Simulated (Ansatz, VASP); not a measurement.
**Al: VASP beside Ansatz**

```
CELL_PARAMETERS angstrom
0.00000 2.02481 2.02481
2.02481 0.00000 2.02481
2.02481 2.02481 0.00000
ATOMIC_POSITIONS crystal
Al 0.00000 0.00000 0.00000
```

Alike in both runs: task single point; functional LDA; k mesh 12 × 12 × 12; occupations fermi-dirac, width 0.1 eV; no spin polarisation.

|  | VASP | Ansatz |
| --- | --- | --- |
| version | VASP 6.6.1 | Ansatz 0.2.0 |
| potentials or method | VASP PAW LDA potentials, release 64 (Al) | plane waves, PAW |
| plane-wave cutoff (eV) | 500 | 420 |
| valence electrons in the cell | 3 | 3 |

```tsv
	VASP	Ansatz	Ansatz less VASP
gap on the k mesh at the Fermi level (eV)	none	none	-
pressure (GPa)	-3.6	-3.6	-0.05
```

LDA's correlation is that of Perdew and Zunger in VASP and of Perdew and Wang (1992) in Ansatz. A gap of «none» marks a metal or a gap that the smearing closes.
